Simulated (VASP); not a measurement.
BaTiO3:

```
Ba Ti O
1.0
     3.97533    0.00000    0.00000
     0.00000    3.97533    0.00000
     0.00000    0.00000    3.97533
Ba Ti O
1 1 3
Direct
  0.00000 0.00000 0.00000
  0.50000 0.50000 0.50000
  0.00000 0.50000 0.50000
  0.50000 0.00000 0.50000
  0.50000 0.50000 0.00000
```

```yaml
Program: VASP 6.6.1
Task: relaxation of cell and atoms
Functional: PBE
Potentials_or_basis: VASP PAW PBE potentials, release 64 (Ba_sv, Ti_sv, O)
Cutoff: 600 eV
k_mesh: 8 × 8 × 8
Occupations: gaussian, width 0.02 eV
Spin: no spin polarisation
```

At the start: pressure 7.6 GPa; volume 12.56 Å³/atom.

Task: How do energy, volume and symmetry change on relaxing?

Result: Over 3 steps the energy falls by 12.3 meV/atom and the volume is 13.11 Å³/atom (+4.4 %); space group Pm-3m (No. 221, to 0.1 Å) before and after.

Step by step:
| step | energy change (eV) | largest force (eV/Å) | pressure (GPa) | volume (Å³) |
| --- | --- | --- | --- | --- |
| 1 | 0.0000 | 0.0000 | 7.57 | 62.82 |
| 2 | -0.0054 | 0.0000 | -6.16 | 68.37 |
| 3 | -0.0617 | 0.0000 | -0.04 | 65.57 |

Final structure:
```yaml
crystal:
  lattice:
    - [4.03244, 0.00000, 0.00000]
    - [0.00000, 4.03244, 0.00000]
    - [0.00000, 0.00000, 4.03244]
  atoms:
    - { symbol: Ba, position: [0.00000, 0.00000, 0.00000] }
    - { symbol: Ti, position: [0.50000, 0.50000, 0.50000] }
    - { symbol: O, position: [0.00000, 0.50000, 0.50000] }
    - { symbol: O, position: [0.50000, 0.00000, 0.50000] }
    - { symbol: O, position: [0.50000, 0.50000, 0.00000] }
```
